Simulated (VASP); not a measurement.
# HfB (Fm-3m) in VASP: notebook, part 2 of 2

VASP 6.6.1. The steps go on from the part before.

## Step 5: Vibrations by perturbation theory, PBE

INCAR reads:

```
PREC     = Accurate       # precision mode
ENCUT    = 500            # plane-wave cutoff, eV
EDIFF    = 1E-8           # SCF threshold, eV
ISMEAR   = -1             # smearing method
SIGMA    = 0.05           # smearing width, eV
LREAL    = F              # projectors in reciprocal space
LASPH    = T              # aspherical terms in the spheres
NELM     = 120            # most SCF steps
ALGO     = Normal         # electronic algorithm
ISIF     = 2              # what is computed and relaxed
LWAVE    = F              # write WAVECAR
LCHARG   = F              # write CHGCAR
GGA      = PE             # functional
IBRION   = 8              # ionic algorithm
NSW      = 1              # ionic steps
GGA_COMPAT= F
```

KPOINTS reads:

```
Automatic mesh
0
Gamma
  10 10 10
```

POSCAR reads:

```
HfB
1.0
    0.0000000000      2.3100000000      2.3100000000
    2.3100000000      0.0000000000      2.3100000000
    2.3100000000      2.3100000000      0.0000000000
Hf B
1 1
Direct
    0.5000000000      0.5000000000      0.5000000000
    0.0000000000      0.0000000000      0.0000000000
```

Potentials or basis: VASP PAW PBE potentials, release 64 (Hf_pv, B).

Launch:

```
$ cat potpaw_PBE.64/Hf_pv/POTCAR potpaw_PBE.64/B/POTCAR > POTCAR
$ mpirun -np 1 vasp_std > vasp.out
```

OUTCAR:

```text
PREC = Accurate
   ENCUT = 500
   EDIFF = 1E-8
   ISMEAR = -1
   LREAL = F
   LASPH = T
   NELM = 120
   ISIF = 2
   GGA = PE
   IBRION = 8
   NSW = 1

 ion  position               nearest neighbor table
   1  0.500  0.500  0.500-   2 2.31   2 2.31   2 2.31   2 2.31   2 2.31   2 2.31
   2  0.000  0.000  0.000-   1 2.31   1 2.31   1 2.31   1 2.31   1 2.31   1 2.31

  LATTYP: Found a face centered cubic cell.
 ALAT       =     4.6200000000

  Lattice vectors:

 A1 = (   0.0000000000,   2.3100000000,   2.3100000000)
 A2 = (   2.3100000000,   0.0000000000,   2.3100000000)
 A3 = (   2.3100000000,   2.3100000000,   0.0000000000)

Analysis of symmetry for initial positions (statically):
=====================================================================
 Subroutine PRICEL returns:
 Original cell was already a primitive cell.

 Routine SETGRP: Setting up the symmetry group for a
 face centered cubic supercell.

 Subroutine GETGRP returns: Found 48 space group operations
 (whereof 48 operations were pure point group operations)
 out of a pool of 48 trial point group operations.

The static configuration has the point symmetry O_h .

Analysis of symmetry for dynamics (positions and initial velocities):
=====================================================================
 Subroutine PRICEL returns:
 Original cell was already a primitive cell.

 Routine SETGRP: Setting up the symmetry group for a
 face centered cubic supercell.

 Subroutine GETGRP returns: Found 48 space group operations
 (whereof 48 operations were pure point group operations)
 out of a pool of 48 trial point group operations.

The dynamic configuration has the point symmetry O_h .

 Subroutine INISYM returns: Found 48 space group operations
 (whereof 48 operations are pure point group operations),
 and found     1 'primitive' translations

----------------------------------------------------------------------------------------

                                     Primitive cell

  volume of cell :      24.6528

  direct lattice vectors                    reciprocal lattice vectors
     0.000000000  2.310000000  2.310000000    -0.216450216  0.216450216  0.216450216
     2.310000000  0.000000000  2.310000000     0.216450216 -0.216450216  0.216450216
     2.310000000  2.310000000  0.000000000     0.216450216  0.216450216 -0.216450216

  length of vectors
     3.266833329  3.266833329  3.266833329     0.374902772  0.374902772  0.374902772

  position of ions in fractional coordinates (direct lattice)
     0.500000000  0.500000000  0.500000000
     0.000000000  0.000000000  0.000000000

  ion indices of the primitive-cell ions
   primitive index   ion index
                 1           1
                 2           2

[... 128 lines left out ...]
  band No.  band energies     occupation
      1     -23.1676      2.00000
      2     -23.1676      2.00000
      3     -23.1676      2.00000
      4      -4.4499      2.00000
      5       7.3292      0.00000
      6       7.3292      0.00000
      7       7.3292      0.00000
      8       9.0780      0.00000
      9       9.0780      0.00000
     10       9.0780      0.00000
[... 287 lines left out ...]
 k-point    24 :       0.4000    0.3000    0.0000
  band No.  band energies     occupation
      1     -23.7118      2.00000
      2     -23.3885      2.00000
      3     -23.3657      2.00000
      4      -1.5031      2.00000
      5       2.9719      2.00000
      6       4.3489      2.00000
      7       6.4777      0.00000
      8       7.2941      0.00000
      9      11.4857      0.00000
     10      13.1154      0.00000

 [... further k-points ...]
[... 5 lines left out ...]
  --------------------------------------------------------------------------------------
  -------------------------------------------------------------------------------------
  Total        4.6897258      4.6897258      4.6897258      0.0000000      0.0000000      0.0000000
  in kB      304.7839505    304.7839505    304.7839505      0.0000000      0.0000000      0.0000000
  external PRESSURE =     304.7839505 kB  Pullay stress =       0.0000000 kB

 VOLUME and BASIS-vectors are now :
 -----------------------------------------------------------------------------
  energy-cutoff  :      500.00
  volume of cell :       24.65
      direct lattice vectors                 reciprocal lattice vectors
     0.000000000  2.310000000  2.310000000    -0.216450216  0.216450216  0.216450216
     2.310000000  0.000000000  2.310000000     0.216450216 -0.216450216  0.216450216
     2.310000000  2.310000000  0.000000000     0.216450216  0.216450216 -0.216450216

 POSITION                                       TOTAL-FORCE (eV/Angst)
 -----------------------------------------------------------------------------------
      2.31000      2.31000      2.31000         0.000000     -0.000000     -0.000000
      0.00000      0.00000      0.00000        -0.000000      0.000000      0.000000
 -----------------------------------------------------------------------------------
    total drift:                                0.000000     -0.000000      0.000000

  FREE ENERGIE OF THE ION-ELECTRON SYSTEM (eV)
  ---------------------------------------------------
  free  energy   TOTEN  =       -17.1491189462 eV

  energy  without entropy=      -17.1378702366  energy(sigma->0) =      -17.14349459

[... ionic steps 2 to 3 ...]

--------------------------------------- Ionic step        4  -------------------------------------------

------------------------ aborting loop because EDIFF is reached ----------------------------------------

[... ionic steps 5 to 6 ...]

--------------------------------------- Ionic step        7  -------------------------------------------

 Free energy of the ion-electron system (eV)
  ---------------------------------------------------
  ---------------------------------------------------
  free energy    TOTEN  =        -0.04353986 eV

  energy without entropy =       -0.04353986

------------------------ aborting loop because EDIFF is reached ----------------------------------------

 INTERNAL STRAIN TENSOR  FOR ION    2  DIRECTION 1   (eV/Angst):
 -----------------------------------------------------------------------------
     0.02356  0.00000  0.00000
    -0.00000 -0.01642 -0.00000
     0.00000 -0.00000 -0.01642

 INTERNAL STRAIN TENSOR FOR ION    2 for displacements in x,y,z  (eV/Angst):
          X           Y           Z          XY          YZ          ZX
  --------------------------------------------------------------------------------
  x     0.00000     0.00000     0.00000     0.00000     0.00000     0.00000
  y     0.00000     0.00000     0.00000     0.00000     0.00000     0.00000
  z     0.00000     0.00000     0.00000     0.00000     0.00000     0.00000

 SECOND DERIVATIVES (NOT SYMMETRIZED)
 ------------------------------------
               1X          1Y          1Z          2X          2Y          2Z
  1X   -10.834283    0.000000    0.000000   10.834283    0.000000    0.000000
  1Y     0.000000  -10.834283    0.000000    0.000000   10.834283    0.000000
  1Z     0.000000    0.000000  -10.834283    0.000000    0.000000   10.834283
  2X    10.827691    0.000000    0.000000  -10.827691    0.000000    0.000000
  2Y     0.000000   10.827691    0.000000    0.000000  -10.827691    0.000000
  2Z     0.000000    0.000000   10.827691    0.000000    0.000000  -10.827691

 Eigenvectors and eigenvalues of the dynamical matrix
 ----------------------------------------------------

   1 f  =   16.112494 THz   101.237788 2PiTHz  537.454961 cm-1    66.635892 meV
             X         Y         Z           dx          dy          dz
      2.310000  2.310000  2.310000    -0.239046    0.000000    0.000000
      0.000000  0.000000  0.000000     0.971008    0.000000    0.000000
[... 21 lines left out ...]
   6 f/i=    0.001138 THz     0.007151 2PiTHz    0.037963 cm-1     0.004707 meV
             X         Y         Z           dx          dy          dz
      2.310000  2.310000  2.310000     0.000000    0.000000    0.971008
      0.000000  0.000000  0.000000     0.000000    0.000000    0.239046

--------------------------------------------------------------------------------------------------------

 ELASTIC MODULI CONTR FROM IONIC RELAXATION (kBar)
 Direction    XX          YY          ZZ          XY          YZ          ZX
 --------------------------------------------------------------------------------
 XX           0.0000      0.0000      0.0000      0.0000      0.0000      0.0000
 YY           0.0000      0.0000      0.0000      0.0000      0.0000      0.0000
 ZZ           0.0000      0.0000      0.0000      0.0000      0.0000      0.0000
 XY           0.0000      0.0000      0.0000      0.0000      0.0000      0.0000
 YZ           0.0000      0.0000      0.0000      0.0000      0.0000      0.0000
 ZX           0.0000      0.0000      0.0000      0.0000      0.0000      0.0000
 --------------------------------------------------------------------------------
```

It took 54 s on 1 thread of Intel Xeon 6975P-C, shared host; peak memory 0.21 GiB.

What came out:

```
Highest phonon frequency at Γ, LO-TO splitting left out : 537 cm⁻¹
```

Phonon frequencies in cm⁻¹ (negative: imaginary):
| q point | frequencies |
| --- | --- |
| (0.000, 0.000, 0.000) | 0 0 0 537 537 537 |

Caveat: the cell wasn't relaxed at this level first, which shifts response properties; spin-orbit coupling is left out, which moves the levels of the heavy elements.

## Step 6: Elastic constants, PBE

INCAR reads:

```
PREC = Accurate ; ENCUT = 500
EDIFF = 1E-8 ; ISMEAR = -1
SIGMA = 0.05 ; LREAL = F
LASPH = T ; NELM = 120
ALGO = Normal ; ISIF = 3
LWAVE = F ; LCHARG = T
GGA = PE ; IBRION = 6
NFREE = 2 ; POTIM = 0.015
NSW = 1 ; GGA_COMPAT = F
```

KPOINTS reads:

```
Automatic mesh
0
Gamma
  8 8 8
```

POSCAR is that of step 5.

Potentials or basis: VASP PAW PBE potentials, release 64 (Hf_pv, B).

Launch:

```
$ cat potpaw_PBE.64/Hf_pv/POTCAR potpaw_PBE.64/B/POTCAR > POTCAR
$ mpirun -np 1 vasp_std > vasp.out
```

OUTCAR:

```text
PREC = Accurate
   ENCUT = 500
   EDIFF = 1E-8
   ISMEAR = -1
   LREAL = F
   LASPH = T
   NELM = 120
   ISIF = 3
   GGA = PE
   IBRION = 6
   NFREE = 2
   POTIM = 0.015
   NSW = 1

 ion  position               nearest neighbor table
   1  0.500  0.500  0.500-   2 2.31   2 2.31   2 2.31   2 2.31   2 2.31   2 2.31
   2  0.000  0.000  0.000-   1 2.31   1 2.31   1 2.31   1 2.31   1 2.31   1 2.31

  LATTYP: Found a face centered cubic cell.
 ALAT       =     4.6200000000

  Lattice vectors:

 A1 = (   0.0000000000,   2.3100000000,   2.3100000000)
 A2 = (   2.3100000000,   0.0000000000,   2.3100000000)
 A3 = (   2.3100000000,   2.3100000000,   0.0000000000)

Analysis of symmetry for initial positions (statically):
=====================================================================
 Subroutine PRICEL returns:
[... 732 lines left out ...]
  x     0.00000     0.00000     0.00000     0.00000     0.00000     0.00000
  y     0.00000     0.00000     0.00000     0.00000     0.00000     0.00000
  z     0.00000     0.00000     0.00000     0.00000     0.00000     0.00000

 INTERNAL STRAIN TENSOR FOR ION    2 for displacements in x,y,z  (eV/Angst):
          X           Y           Z          XY          YZ          ZX
  --------------------------------------------------------------------------------
  x     0.00000     0.00000     0.00000     0.00000     0.00000     0.00000
  y     0.00000     0.00000     0.00000     0.00000     0.00000     0.00000
  z     0.00000     0.00000     0.00000     0.00000     0.00000     0.00000

 Eigenvectors and eigenvalues of the dynamical matrix
 ----------------------------------------------------

   1 f  =   16.113222 THz   101.242358 2PiTHz  537.479224 cm-1    66.638901 meV
             X         Y         Z           dx          dy          dz
      2.310000  2.310000  2.310000     0.208702   -0.116546   -0.000000
      0.000000  0.000000  0.000000    -0.847778    0.473426    0.000000
[... 21 lines left out ...]
   6 f/i=    0.001018 THz     0.006395 2PiTHz    0.033952 cm-1     0.004209 meV
             X         Y         Z           dx          dy          dz
      2.310000  2.310000  2.310000    -0.011598   -0.168289   -0.956245
      0.000000  0.000000  0.000000    -0.002855   -0.041429   -0.235404

--------------------------------------------------------------------------------------------------------

 ELASTIC MODULI CONTR FROM IONIC RELAXATION (kBar)
 Direction    XX          YY          ZZ          XY          YZ          ZX
 --------------------------------------------------------------------------------
 XX           0.0000      0.0000      0.0000      0.0000      0.0000      0.0000
 YY           0.0000      0.0000      0.0000      0.0000      0.0000      0.0000
 ZZ           0.0000      0.0000      0.0000      0.0000      0.0000      0.0000
 XY           0.0000      0.0000      0.0000      0.0000      0.0000      0.0000
 YZ           0.0000      0.0000      0.0000      0.0000      0.0000      0.0000
 ZX           0.0000      0.0000      0.0000      0.0000      0.0000      0.0000
 --------------------------------------------------------------------------------

 TOTAL ELASTIC MODULI (kBar)
 Direction    XX          YY          ZZ          XY          YZ          ZX
 --------------------------------------------------------------------------------
 XX        6027.4163    791.0298    791.0298      0.0000     -0.0000      0.0000
 YY         791.0298   6027.4163    791.0298     -0.0000      0.0000     -0.0000
 ZZ         791.0298    791.0298   6027.4163     -0.0000     -0.0000     -0.0000
 XY           0.0000     -0.0000     -0.0000    348.8192     -0.0000      0.0000
 YZ          -0.0000      0.0000     -0.0000     -0.0000    348.8192     -0.0000
 ZX           0.0000     -0.0000     -0.0000      0.0000     -0.0000    348.8192
 --------------------------------------------------------------------------------
```

OSZICAR:

```text
N       E                     dE             d eps       ncg     rms          rms(c)
DAV:   1     0.138823158190E+02    0.13882E+02   -0.73659E+03   580   0.119E+03
DAV:   2    -0.178351101747E+02   -0.31717E+02   -0.29802E+02   732   0.185E+02
[... 200 lines left out ...]
DAV:   1    -0.171463227385E+02   -0.19324E-02   -0.62640E-01  1220   0.529E+00    0.571E-01
DAV:   2    -0.171448065068E+02    0.15162E-02   -0.48546E-03  1384   0.530E-01    0.258E-01
DAV:   3    -0.171443821115E+02    0.42440E-03   -0.16372E-03  1292   0.247E-01    0.330E-02
DAV:   4    -0.171443898007E+02   -0.76892E-05   -0.92725E-05  1348   0.722E-02    0.258E-02
DAV:   5    -0.171443903772E+02   -0.57653E-06   -0.13271E-06  1534   0.127E-02    0.763E-03
DAV:   6    -0.171443903048E+02    0.72379E-07   -0.30124E-07  1342   0.401E-03    0.189E-03
DAV:   7    -0.171443903110E+02   -0.62294E-08   -0.32870E-08  1296   0.139E-03
  17 F= -.17144390E+02 E0= -.17138984E+02  d E =-.108130E-01
```

It took 1.9 min on 1 thread of Intel Xeon 6975P-C, shared host; peak memory 0.21 GiB.

Results:

```
Elastic constants C11, C12, C44                         : 603, 79, 35 GPa
Voigt bulk modulus                                      : 254 GPa
Highest phonon frequency at Γ, LO-TO splitting left out : 537 cm⁻¹
```

Phonon frequencies in cm⁻¹ (negative: imaginary):
```csv
q point,frequencies
"(0.000, 0.000, 0.000)",0 0 0 537 537 537
```

Elastic tensor in Voigt notation (GPa, in the Cartesian axes of the cell as first typed):
```
603  79  79   0   0   0
 79 603  79   0   0   0
 79  79 603   0   0   0
  0   0   0  35   0   0
  0   0   0   0  35   0
  0   0   0   0   0  35
```

Clamped-ion elastic tensor (GPa):
```
603  79  79   0   0   0
 79 603  79   0   0   0
 79  79 603   0   0   0
  0   0   0  35   0   0
  0   0   0   0  35   0
  0   0   0   0   0  35
```

Caveat: the cell is under stress, which shifts elastic constants; spin-orbit coupling is left out, which moves the levels of the heavy elements.
